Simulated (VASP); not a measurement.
# Rh (Fm-3m) in VASP: further runs

Runs on Rh. Level: PBE. Tasks: single point.

Everything below comes from runs of VASP 6.6.1. Logs are shortened: lines on timing, memory, paths and dates and some standing lists are left out, and cuts for length are marked.

### Step 1. The cell of the first run

It takes space group Fm-3m (No. 225, cubic). The conventional cell has a = 3.796 Å, b = 3.796 Å, c = 3.796 Å, α = 90.00°, β = 90.00°, γ = 90.00°. Rh (site symmetry m-3m) has 12 Rh at 2.68 Å within 3.5 Å.

### Step 2. Single point, PBE

File INCAR:

```
SYSTEM = Rh
PREC = Accurate ; ENCUT = 500
EDIFF = 1E-6 ; ISMEAR = -1
SIGMA = 0.15 ; LREAL = .False.
LASPH = .True. ; NELM = 120
ALGO = Normal ; ISIF = 2
LWAVE = .False. ; LCHARG = .True.
GGA = PE ; LELF = .True.
LVHAR = .True. ; NBANDS = 14
GGA_COMPAT = .False.
```

File KPOINTS:

```
regular mesh
0
Gamma
  12 12 12
  0 0 0
```

File POSCAR:

```
Rh
1.0
    2.6839650000      0.0000000000      0.0000000000
    1.3419825000      2.3243818729      0.0000000000
    1.3419825000      0.7747939576      2.1914482458
Rh
1
Direct
    0.0000000000      0.0000000000      0.0000000000
```

Potentials or basis: VASP PAW PBE potentials, release 64 (Rh_pv).

Launch:

```console
> cat potpaw_PBE.64/Rh_pv/POTCAR > POTCAR
> mpirun -np 1 vasp_std > vasp.out
```

OUTCAR:

```text
SYSTEM = Rh
   PREC = Accurate
   ENCUT = 500
   EDIFF = 1E-6
   ISMEAR = -1
   LREAL = .False.
   LASPH = .True.
   NELM = 120
   ISIF = 2
   GGA = PE

 ion  position               nearest neighbor table
   1  0.000  0.000  0.000-

  LATTYP: Found a face centered cubic cell.
 ALAT       =     3.7956997040

  Lattice vectors:

 A1 = (   2.6839650000,   0.0000000000,   0.0000000000)
 A2 = (   1.3419825000,   2.3243818729,   0.0000000000)
 A3 = (   1.3419825000,   0.7747939576,   2.1914482458)

Analysis of symmetry for initial positions (statically):
=====================================================================
 Subroutine PRICEL returns:
 Original cell was already a primitive cell.

 Routine SETGRP: Setting up the symmetry group for a
 face centered cubic supercell.

 Subroutine GETGRP returns: Found 48 space group operations
 (whereof 48 operations were pure point group operations)
 out of a pool of 48 trial point group operations.

The static configuration has the point symmetry O_h .

Analysis of symmetry for dynamics (positions and initial velocities):
=====================================================================
 Subroutine PRICEL returns:
 Original cell was already a primitive cell.

 Routine SETGRP: Setting up the symmetry group for a
 face centered cubic supercell.

 Subroutine GETGRP returns: Found 48 space group operations
 (whereof 48 operations were pure point group operations)
 out of a pool of 48 trial point group operations.

The dynamic configuration has the point symmetry O_h .

 Subroutine INISYM returns: Found 48 space group operations
 (whereof 48 operations are pure point group operations),
 and found     1 'primitive' translations

----------------------------------------------------------------------------------------

                                     Primitive cell

  volume of cell :      13.6715

  direct lattice vectors                    reciprocal lattice vectors
     2.683965000  0.000000000  0.000000000     0.372583100 -0.215110953 -0.152106414
     1.341982500  2.324381873  0.000000000     0.000000000  0.430221906 -0.152106414
     1.341982500  0.774793958  2.191448246     0.000000000  0.000000000  0.456319241

  length of vectors
     2.683965000  2.683965000  2.683965000     0.456319241  0.456319241  0.456319241

  position of ions in fractional coordinates (direct lattice)
     0.000000000  0.000000000  0.000000000

  ion indices of the primitive-cell ions
   primitive index   ion index
                 1           1

----------------------------------------------------------------------------------------

 KPOINTS: regular mesh

Automatic generation of k-mesh.
 Grid dimensions read from file:
 generate k-points for:   12   12   12

 Generating k-lattice:

  Cartesian coordinates                     Fractional coordinates (reciprocal lattice)
     0.031048592 -0.017925913 -0.012675534     0.083333333  0.000000000 -0.000000000
     0.000000000  0.035851826 -0.012675534     0.000000000  0.083333333  0.000000000
     0.000000000  0.000000000  0.038026603     0.000000000  0.000000000  0.083333333

  Length of vectors
     0.038026603  0.038026603  0.038026603

  Shift w.r.t. Gamma in fractional coordinates (k-lattice)
     0.000000000  0.000000000  0.000000000

 Subroutine IBZKPT returns following result:
 ===========================================

 Found     72 irreducible k-points:

 Following reciprocal coordinates:
            Coordinates               Weight
  0.000000  0.000000  0.000000      1.000000
  0.083333 -0.000000  0.000000      8.000000
  0.166667 -0.000000  0.000000      8.000000
  0.250000  0.000000  0.000000      8.000000
  0.333333 -0.000000  0.000000      8.000000
  0.416667 -0.000000  0.000000      8.000000
[... 16 lines left out ...]
  0.500000  0.166667  0.000000     24.000000
 -0.416667  0.166667  0.000000     24.000000
 [... further k-points ...]
   k-points           NKPTS =     72   k-points in BZ     NKDIM =     72   number of bands    NBANDS=     14
   number of dos      NEDOS =    301   number of ions     NIONS =      1
   total plane-waves  NPLWV =   8000
   dimension x,y,z NGX =    20 NGY =   20 NGZ =   20
   dimension x,y,z NGXF=    40 NGYF=   40 NGZF=   40
   ions per type =               1
   NGX,Y,Z   is equivalent  to a cutoff of  12.39, 12.39, 12.39 a.u.
   NGXF,Y,Z  is equivalent  to a cutoff of  24.78, 24.78, 24.78 a.u.
 SYSTEM =  Rh
   PREC   = accura    normal or accurate (medium, high low for compatibility)
   ISTART =      0    job   : 0-new  1-cont  2-samecut
   ICHARG =      2    charge: 1-file 2-atom 10-const
   ISPIN  =      1    spin polarized calculation?
   LNONCOLLINEAR =      F non collinear calculations
   LSORBIT =      F    spin-orbit coupling
   LASPH  =      T    aspherical Exc in radial PAW
   ENCUT  =  500.0 eV  36.75 Ry    6.06 a.u.   4.89  4.89  4.89*2*pi/ulx,y,z
   NELM   =    120;   NELMIN=  2; NELMDL= -5     # of ELM steps
   EDIFF  = 0.1E-05   stopping-criterion for ELM
   LREAL  =      F    real-space projection
   EDIFFG = 0.1E-04   stopping-criterion for IOM
   NSW    =      0    number of steps for IOM
   IBRION =     -1    ionic relax: 0-MD 1-quasi-New 2-CG
   NFREE  =      0    steps in history (QN), initial steepest desc. (CG)
   ISIF   =      2    stress and relaxation
   ISYM   =      2    0-nonsym 1-usesym 2-fastsym
   POTIM  = 0.5000    time-step for ionic-motion
   TEBEG  =    0.0;   TEEND  =   0.0 temperature during run
   PSTRESS=    0.0 pullay stress
   NELECT =      15.0000    total number of electrons
   NUPDOWN=      -1.0000    fix difference up-down
   EMIN   =  10.00;   EMAX   =-10.00  energy-range for DOS
   EFERMI =   0.00;   METHOD = LEGACY
   ISMEAR =    -1;   SIGMA  =   0.15  broadening in eV -4-tet -1-fermi 0-gaus
   EFERMI_NEDOS =   21; number of points for ismear=-14 and -15
   IALGO  =     38    algorithm
   IMIX   =      4    mixing-type and parameters
     AMIX     =   0.40;   BMIX     =  1.00
     AMIX_MAG =   1.60;   BMIX_MAG =  1.00
  volume/ion in A,a.u.               =      13.67        92.26
  Fermi-wavevector in a.u.,A,eV,Ry     =   1.688496  3.190795 38.790471  2.851019
  Thomas-Fermi vector in A             =   2.770792
   LORBIT       =      0    0 simple, 1 ext, 2 COOP (PROOUT), +10 PAW based schemes
   GGA     = PE    functional components
   LHFCALC =     F    Hartree Fock is set to
   AEXX    =    0.0000 exact exchange contribution
   IVDW    =     0    specifies the selected vdW correction
   LEPSILON=     F    determine dielectric tensor
   LRPA    =     F    only Hartree local field effects (RPA)
 non-spin polarized calculation
  energy-cutoff  :      500.00
  volume of cell :       13.67
 maximum number of plane-waves:       360
   NGX =  9   NGY =  9   NGZ =  9

 number of electron      15.0000007 magnetization

 Free energy of the ion-electron system (eV)
  ---------------------------------------------------
  ext. energy  EPLUGINS =         0.00000000
  ---------------------------------------------------
  free energy    TOTEN  =        -7.29776341 eV

  energy without entropy =       -7.19803360  energy(sigma->0) =       -7.24789851

 E-fermi :  11.9765     XC(G=0): -14.0688

 val. band max:       11.9463049880   @ k =  -0.3333   0.3333   0.0000
 cond. band min:      12.0584904211   @ k =   0.3333   0.1667  -0.0000
 fundamental gap:      0.1121854331
 Fermi energy:        11.9764879425

 k-point     1 :       0.0000    0.0000    0.0000
  band No.  band energies     occupation
      1     -34.3837      2.00000
      2     -34.3837      2.00000
      3     -34.3837      2.00000
      4       4.0071      2.00000
      5       8.9030      2.00000
      6       8.9030      2.00000
      7       8.9030      2.00000
      8      11.0048      1.99693
      9      11.0048      1.99693
     10      28.0022      0.00000
     11      32.5153      0.00000
     12      33.4914      0.00000
     13      33.4914      0.00000
     14      33.4914      0.00000

 k-point     2 :       0.0833   -0.0000    0.0000
  band No.  band energies     occupation
      1     -34.4354      2.00000
      2     -34.3906      2.00000
      3     -34.3906      2.00000
      4       4.2856      2.00000
      5       8.7833      2.00000
      6       9.0096      2.00000
      7       9.0096      2.00000
      8      10.9475      1.99790
      9      10.9475      1.99790
     10      28.4008      0.00000
     11      32.0976      0.00000
     12      32.5182      0.00000
     13      33.9009      0.00000
     14      33.9009      0.00000

 k-point     3 :       0.1667   -0.0000    0.0000
  band No.  band energies     occupation
      1     -34.5753      2.00000
      2     -34.4096      2.00000
      3     -34.4096      2.00000
      4       5.0252      2.00000
      5       8.5712      2.00000
      6       9.2251      2.00000
      7       9.2251      2.00000
      8      10.8991      1.99848
      9      10.8991      1.99848
     10      29.2318      0.00000
     11      29.7493      0.00000
     12      32.5164      0.00000
     13      35.0368      0.00000
     14      35.0368      0.00000

 k-point     4 :       0.2500    0.0000    0.0000
  band No.  band energies     occupation
      1     -34.7635      2.00000
      2     -34.4355      2.00000
      3     -34.4355      2.00000
      4       5.8008      2.00000
      5       8.7801      2.00000
      6       9.2655      2.00000
      7       9.2655      2.00000
      8      11.1693      1.99084
      9      11.1693      1.99084
     10      27.1547      0.00000
     11      29.6003      0.00000
     12      32.5156      0.00000
     13      36.5016      0.00000
     14      36.5016      0.00000

 k-point     5 :       0.3333   -0.0000    0.0000
  band No.  band energies     occupation
      1     -34.9483      2.00000
      2     -34.4612      2.00000
      3     -34.4612      2.00000
      4       6.0123      2.00000
      5       9.0852      2.00000
      6       9.0852      2.00000
      7      10.0134      2.00000
      8      11.7679      1.60147
      9      11.7679      1.60147
     10      24.4887      0.00000
     11      28.7254      0.00000
[... 276 lines left out ...]
 k-point    22 :       0.4167    0.1667    0.0000
  band No.  band energies     occupation
      1     -34.9756      2.00000
      2     -34.5581      2.00000
      3     -34.5293      2.00000
      4       6.5618      2.00000
      5       8.2807      2.00000
      6       9.0555      2.00000
      7       9.7837      2.00000
      8      12.5230      0.05100
      9      13.6432      0.00003
     10      23.8178      0.00000
     11      29.1493      0.00000
     12      31.3580      0.00000
     13      32.5100      0.00000
     14      33.1474      0.00000

 k-point    23 :       0.5000    0.1667    0.0000
  band No.  band energies     occupation
      1     -35.0547      2.00000
      2     -34.5980      2.00000
      3     -34.5299      2.00000
      4       6.5125      2.00000
      5       8.2173      2.00000
      6       9.5916      2.00000
      7       9.6907      2.00000
      8      12.6396      0.02376
      9      15.5774      0.00000
     10      21.2151      0.00000
     11      28.4039      0.00000
     12      31.5221      0.00000
     13      31.8665      0.00000
     14      32.5215      0.00000

 k-point    24 :      -0.4167    0.1667    0.0000
  band No.  band energies     occupation
      1     -35.0612      2.00000
      2     -34.6226      2.00000
      3     -34.5145      2.00000
      4       6.5804      2.00000
      5       8.2315      2.00000
      6       9.5000      2.00000
      7       9.9326      2.00000
      8      12.2677      0.25097
      9      16.1524      0.00000
     10      20.8029      0.00000
     11      28.0761      0.00000
     12      30.9603      0.00000
     13      32.5182      0.00000
     14      32.6461      0.00000

 [... further k-points ...]
[... 5 lines left out ...]
  --------------------------------------------------------------------------------------
  -------------------------------------------------------------------------------------
  Total        0.7330008      0.7330008      0.7330008     -0.0000000     -0.0000000     -0.0000000
  in kB       85.9012454     85.9012454     85.9012454     -0.0000000     -0.0000000     -0.0000000
  external PRESSURE =      85.9012454 kB  Pullay stress =       0.0000000 kB

 VOLUME and BASIS-vectors are now :
 -----------------------------------------------------------------------------
  energy-cutoff  :      500.00
  volume of cell :       13.67
      direct lattice vectors                 reciprocal lattice vectors
     2.683965000  0.000000000  0.000000000     0.372583100 -0.215110953 -0.152106414
     1.341982500  2.324381873  0.000000000     0.000000000  0.430221906 -0.152106414
     1.341982500  0.774793958  2.191448246     0.000000000  0.000000000  0.456319241

 POSITION                                       TOTAL-FORCE (eV/Angst)
 -----------------------------------------------------------------------------------
      0.00000      0.00000      0.00000        -0.000000      0.000000      0.000000
 -----------------------------------------------------------------------------------
    total drift:                                0.000000      0.000000     -0.000000

  FREE ENERGIE OF THE ION-ELECTRON SYSTEM (eV)
  ---------------------------------------------------
  free  energy   TOTEN  =        -7.2977634124 eV

  energy  without entropy=       -7.1980336019  energy(sigma->0) =       -7.24789851
```

It took 8.8 s on 1 thread of Intel Xeon Platinum 8259CL at 2.50GHz (Skylake/Cascade Lake), shared host; peak memory 0.13 GiB.

What came out:

```
Free energy : -7.2978 eV
Pressure    : 8.6 GPa
```

### Step 3. Single point, PBE

File INCAR:

```
PREC     = Accurate       # precision mode
ENCUT    = 500            # plane-wave cutoff, eV
EDIFF    = 1E-6           # SCF threshold, eV
ISMEAR   = -1             # smearing method
SIGMA    = 0.15           # smearing width, eV
LREAL    = F              # projectors in reciprocal space
LASPH    = T              # aspherical terms in the spheres
NELM     = 120            # most SCF steps
ALGO     = Normal         # electronic algorithm
ISIF     = 2              # what is computed and relaxed
LWAVE    = F              # write WAVECAR
LCHARG   = F              # write CHGCAR
GGA      = PE             # functional
NBANDS   = 14             # bands
GGA_COMPAT= F
```

File KPOINTS:

```
Automatic mesh
0
Gamma
  12 12 12
```

POSCAR is that of step 2.

Potentials or basis: VASP PAW PBE potentials, release 64 (Rh_pv).

Launch:

```console
> cat potpaw_PBE.64/Rh_pv/POTCAR > POTCAR
> mpirun -np 1 vasp_std > vasp.out
```

Wall time 8.5 s (1 thread of Intel Xeon Platinum 8259CL at 2.50GHz (Skylake/Cascade Lake), shared host); peak memory 0.13 GiB.

Results (log left out):

```
Free energy : -7.2978 eV
Pressure    : 8.6 GPa
```

Levels at points of the mesh, in eV from the Fermi level:
| k point | band 3 | band 4 | band 5 | band 6 | band 7 | band 8 | band 9 | band 10 | band 11 | band 12 |
| --- | --- | --- | --- | --- | --- | --- | --- | --- | --- | --- |
| (0.00, 0.00, 0.00) | -46.36 | -7.97 | -3.07 | -3.07 | -3.07 | -0.97 | -0.97 | 16.03 | 20.54 | 21.51 |
| (0.50, 0.00, 0.00) | -46.46 | -6.13 | -3.15 | -3.15 | 0.61 | 0.61 | 0.76 | 8.73 | 15.53 | 20.54 |
| (0.50, 0.50, 0.00) | -46.63 | -6.34 | -5.96 | 0.57 | 1.03 | 1.03 | 3.30 | 12.38 | 13.39 | 13.39 |
